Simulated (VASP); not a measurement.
Li2S, 3 atoms in the cell. Symmetry: Fm-3m, No. 225, cubic system. Conventional cell: a = 5.691 Å, b = 5.691 Å, c = 5.691 Å, α = 90.00°, β = 90.00°, γ = 90.00°. Within 3.3 Å of Li (site symmetry -43m) lie 4 S at 2.46 Å and 6 Li at 2.85 Å. S (site symmetry m-3m) has 8 Li at 2.46 Å within 3.3 Å. 

- Program: VASP 6.6.1
- Task: single point
- Functional: HF
- Potentials or basis: VASP PAW PBE potentials, release 64 (Li_sv, S)
- Cutoff: 650 eV
- k mesh: 6 × 6 × 6
- Occupations: gaussian, width 0.01 eV
- Spin: no spin polarisation
- Dipole correction: no
- Grid for exact exchange (PRECFOCK): Normal
- Further INCAR settings: ALGO = Normal; EDIFF = 1e-06; NBANDS = 13
- Share of exact exchange: 1

Potentials or basis: VASP PAW PBE potentials, release 64 (Li_sv, S).

Command:

```bash
$ cat potpaw_PBE.64/Li_sv/POTCAR potpaw_PBE.64/S/POTCAR > POTCAR
$ cp INCAR.step1 INCAR
$ mpirun -np 1 vasp_std > vasp.out
$ cp INCAR.step2 INCAR
$ mpirun -np 1 vasp_std > vasp.out
```

Hardware: 1 thread of Intel(R) Xeon(R) Platinum 8375C CPU @ 2.90GHz (Ice Lake) (shared host).

Task: How long does it take, and how much memory?

Result: Wall time 34 min on 1 thread of Intel(R) Xeon(R) Platinum 8375C CPU @ 2.90GHz (Ice Lake) (shared host), peak memory 0.23 GiB. Counts: k points 16.
